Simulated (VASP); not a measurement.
# Mg3Sb2 (P-3m1) in VASP: notebook, part 2 of 2

VASP 6.6.1. Earlier steps stand in the parts before.

## Step 4: Single point, r2SCAN (27.23 Å³/atom)

This run uses another cell than the first one, of 27.23 Å³/atom.

The input, POSCAR:

```
Mg3Sb2
1.0
    4.6251283931      0.0000000000      0.0000000000
   -2.3125641966      4.0054786841      0.0000000000
    0.0000000000      0.0000000000      7.3489727756
Sb Mg
2 3
Direct
    0.3333333333      0.6666666667      0.2309069721
    0.6666666667      0.3333333333      0.7690930279
    0.0000000000      0.0000000000      0.0000000000
    0.3333333333      0.6666666667      0.6339490347
    0.6666666667      0.3333333333      0.3660509653
```

The input, INCAR.step1:

```
SYSTEM = Mg3Sb2
PREC = Accurate
ENCUT = 660
ISMEAR = 0
SIGMA = 0.05
LREAL = .FALSE.
LASPH = .TRUE.
NELM = 120
NBANDS = 16
GGA = PE
ALGO = Normal
EDIFF = 1E-5
LWAVE = .TRUE.
LCHARG = .FALSE.
GGA_COMPAT = .FALSE.
```

The input, INCAR.step2:

```
SYSTEM = Mg3Sb2
PREC = Accurate
ENCUT = 660
EDIFF = 1E-6
ISMEAR = 0
SIGMA = 0.05
LREAL = .FALSE.
LASPH = .TRUE.
NELM = 120
ALGO = Normal
ISIF = 2
LWAVE = .FALSE.
LCHARG = .TRUE.
METAGGA = R2SCAN
LMIXTAU = .TRUE.
LELF = .TRUE.
LVHAR = .TRUE.
NBANDS = 16
ISTART = 1
GGA_COMPAT = .FALSE.
```

The input, KPOINTS:

```
regular mesh
0
G
  6 6 4
  0 0 0
```

Potentials or basis: VASP PAW PBE potentials, release 64 (Sb, Mg).

On the command line:

```
$ cat potpaw_PBE.64/Sb/POTCAR potpaw_PBE.64/Mg/POTCAR > POTCAR
$ cp INCAR.step1 INCAR
$ mpirun -np 1 vasp_std > vasp.out
$ cp INCAR.step2 INCAR
$ mpirun -np 1 vasp_std > vasp.out
```

OUTCAR:

```text
SYSTEM = Mg3Sb2
   PREC = Accurate
   ENCUT = 660
   EDIFF = 1E-6
   ISMEAR = 0
   LREAL = .FALSE.
   LASPH = .TRUE.
   NELM = 120
   ISIF = 2
   METAGGA = R2SCAN
   ISTART = 1

 ion  position               nearest neighbor table
   1  0.333  0.667  0.231-   5 2.85   5 2.85   5 2.85   4 2.96   3 3.16   3 3.16   3 3.16
   2  0.667  0.333  0.769-   4 2.85   4 2.85   4 2.85   5 2.96   3 3.16   3 3.16   3 3.16
   3  0.000  0.000  0.000-   1 3.16   2 3.16   1 3.16   2 3.16   2 3.16   1 3.16
   4  0.333  0.667  0.634-   2 2.85   2 2.85   2 2.85   1 2.96   5 3.32   5 3.32   5 3.32
   5  0.667  0.333  0.366-   1 2.85   1 2.85   1 2.85   2 2.96   4 3.32   4 3.32   4 3.32

  LATTYP: Found a hexagonal cell.
 ALAT       =     4.6251283931
 C/A-ratio  =     1.5889229770

  Lattice vectors:

 A1 = (   4.6251283931,   0.0000000000,   0.0000000000)
 A2 = (  -2.3125641966,   4.0054786841,   0.0000000000)
 A3 = (   0.0000000000,   0.0000000000,   7.3489727756)

Analysis of symmetry for initial positions (statically):
=====================================================================
 Subroutine PRICEL returns:
 Original cell was already a primitive cell.

 Routine SETGRP: Setting up the symmetry group for a
 hexagonal supercell.

 Subroutine GETGRP returns: Found 12 space group operations
 (whereof 12 operations were pure point group operations)
 out of a pool of 24 trial point group operations.

The static configuration has the point symmetry D_3d.

Analysis of symmetry for dynamics (positions and initial velocities):
=====================================================================
 Subroutine PRICEL returns:
 Original cell was already a primitive cell.

 Routine SETGRP: Setting up the symmetry group for a
[... 129 lines left out ...]
   IMIX   =      4    mixing-type and parameters
     AMIX     =   0.40;   BMIX     =  1.00
     AMIX_MAG =   1.60;   BMIX_MAG =  1.00
  volume/ion in A,a.u.               =      27.23       183.75
  Fermi-wavevector in a.u.,A,eV,Ry     =   0.801887  1.515347  8.748857  0.643023
  Thomas-Fermi vector in A             =   1.909460
   LORBIT       =      0    0 simple, 1 ext, 2 COOP (PROOUT), +10 PAW based schemes
   METAGGA = R2SCAN    functional components
   LHFCALC =     F    Hartree Fock is set to
   AEXX    =    0.0000 exact exchange contribution
   IVDW    =     0    specifies the selected vdW correction
   LEPSILON=     F    determine dielectric tensor
   LRPA    =     F    only Hartree local field effects (RPA)
 non-spin polarized calculation
 Gauss-broadening in eV      SIGMA  =   0.05
  energy-cutoff  :      660.00
  volume of cell :      136.15
 maximum number of plane-waves:      5286
 NGX is ok and might be reduce to    40
   NGX = 19   NGY = 19   NGZ = 31

 number of electron      16.0000000 magnetization

 Free energy of the ion-electron system (eV)
  ---------------------------------------------------
  ext. energy  EPLUGINS =         0.00000000
  ---------------------------------------------------
  free energy    TOTEN  =       -66.22446663 eV

  energy without entropy =      -66.22446663  energy(sigma->0) =      -66.22446663

 E-fermi :   4.2108     XC(G=0):  -9.0247

 val. band max:        4.0076166239   @ k =   0.0000   0.0000   0.0000
 cond. band min:       4.6207510749   @ k =   0.3333   0.3333   0.0000
 fundamental gap:      0.6131344510
 Fermi energy:         4.2107977816

 k-point     1 :       0.0000    0.0000    0.0000
  band No.  band energies     occupation
      1      -6.4508      2.00000
      2      -5.2430      2.00000
      3      -0.8260      2.00000
      4       2.9309      2.00000
      5       2.9309      2.00000
      6       3.6318      2.00000
[... 433 lines left out ...]
      3      -0.2055      2.00000
      4      -0.2055      2.00000
      5       0.1514      2.00000
      6       0.7061      2.00000
[... 8 lines left out ...]
     15       9.6362      0.00000
     16      10.0248      0.00000

------------------------ aborting loop because EDIFF is reached ----------------------------------------

  FORCE on cell =-STRESS in cart. coord.  units (eV):
  Direction    XX          YY          ZZ          XY          YZ          ZX
  --------------------------------------------------------------------------------------
  -------------------------------------------------------------------------------------
  Total       -1.4296433     -1.4296433     -1.4025027      0.0000000      0.0000000      0.0000000
  in kB      -16.8241610    -16.8241610    -16.5047682      0.0000000      0.0000000      0.0000000
  external PRESSURE =     -16.7176967 kB  Pullay stress =       0.0000000 kB

 VOLUME and BASIS-vectors are now :
 -----------------------------------------------------------------------------
  energy-cutoff  :      660.00
  volume of cell :      136.15
      direct lattice vectors                 reciprocal lattice vectors
     4.625128393  0.000000000  0.000000000     0.216210214  0.124829025  0.000000000
    -2.312564197  4.005478684  0.000000000     0.000000000  0.249658051  0.000000000
     0.000000000  0.000000000  7.348972776     0.000000000  0.000000000  0.136073439

 POSITION                                       TOTAL-FORCE (eV/Angst)
 -----------------------------------------------------------------------------------
     -0.00000      2.67032      1.69693         0.000000      0.000000     -0.010942
      2.31256      1.33516      5.65204        -0.000000      0.000000      0.010942
      0.00000      0.00000      0.00000        -0.000000      0.000000      0.000000
     -0.00000      2.67032      4.65887        -0.000000     -0.000000     -0.002854
      2.31256      1.33516      2.69010         0.000000      0.000000      0.002854
 -----------------------------------------------------------------------------------
    total drift:                                0.000000     -0.000000      0.000000

  FREE ENERGIE OF THE ION-ELECTRON SYSTEM (eV)
  ---------------------------------------------------
  free  energy   TOTEN  =       -66.2244666284 eV

  energy  without entropy=      -66.2244666284  energy(sigma->0) =      -66.22446663
```

OSZICAR.step1:

```text
N       E                     dE             d eps       ncg     rms          rms(c)
DAV:   1     0.486754582530E+02    0.48675E+02   -0.58566E+03   768   0.920E+02
DAV:   2    -0.113655881111E+02   -0.60041E+02   -0.54018E+02  1000   0.118E+02
DAV:   3    -0.151890758396E+02   -0.38235E+01   -0.37513E+01  1048   0.306E+01
DAV:   4    -0.152440243277E+02   -0.54948E-01   -0.54942E-01   904   0.408E+00
DAV:   5    -0.152449401857E+02   -0.91586E-03   -0.91585E-03  1016   0.616E-01    0.433E+00
DAV:   6    -0.147260874935E+02    0.51885E+00   -0.54333E-01   952   0.294E+00    0.256E+00
DAV:   7    -0.146210740895E+02    0.10501E+00   -0.40106E-01  1024   0.257E+00    0.103E+00
DAV:   8    -0.146203795592E+02    0.69453E-03   -0.26127E-02   808   0.802E-01    0.100E-01
DAV:   9    -0.146202109486E+02    0.16861E-03   -0.65326E-04   976   0.157E-01    0.545E-02
DAV:  10    -0.146202754441E+02   -0.64496E-04   -0.92433E-05   952   0.484E-02    0.220E-02
DAV:  11    -0.146202937056E+02   -0.18261E-04   -0.40911E-05   848   0.289E-02    0.819E-03
DAV:  12    -0.146202941599E+02   -0.45437E-06   -0.79887E-06   680   0.128E-02
   1 F= -.14620294E+02 E0= -.14620294E+02  d E =-.144435E-06
```

It took 6.3 min on 1 thread of Oxide Virtual Turin-like, shared host; peak memory 0.35 GiB.

Results:

```
Free energy            : -66.2245 eV
Pressure               : -1.7 GPa
Largest force          : 0.011 eV/Å
Band gap on the k mesh : 0.61 eV (least direct gap 1.59 eV)
```

Forces in eV/Å, atoms in the order of the input:
```
Sb   0.000  0.000 -0.011
Sb   0.000  0.000  0.011
Mg   0.000  0.000  0.000
Mg   0.000  0.000 -0.003
Mg   0.000  0.000  0.003
```

Caveat: semilocal functionals underestimate gaps, and a narrow one can read as zero; the PAW data sets were made with another functional, which shifts forces and pressure a little; spin-orbit coupling is left out, which moves the levels of the heavy elements.

## Step 5: Summary

| cell | gap on the mesh (eV) | pressure (GPa) | largest force (eV/Å) |
| --- | --- | --- | --- |
| a = 4.579, b = 4.579, c = 7.252 Å, angles 90.0, 90.0, 120.0°, 5 atoms, atomic positions A | 0.57 | -0.3 | 0.02 |
| a = 4.598, b = 4.598, c = 7.294 Å, angles 90.0, 90.0, 120.0°, 5 atoms, atomic positions B | 0.59 | -0.9 | 0.01 |
| a = 4.625, b = 4.625, c = 7.349 Å, angles 90.0, 90.0, 120.0°, 5 atoms, atomic positions C | 0.61 | -1.7 | 0.01 |

Alike in all rows: task single point; level r2SCAN; potentials or basis VASP PAW PBE potentials, release 64 (Sb, Mg); no spin polarisation; k mesh 6 × 6 × 4; cutoff (eV) 660; smearing gaussian 0.05 eV.

Caveats: semilocal functionals underestimate gaps, and a narrow one can read as zero; the PAW data sets were made with another functional, which shifts forces and pressure a little; spin-orbit coupling is left out, which moves the levels of the heavy elements.

Absolute energies hang on the potentials; compare differences alone.
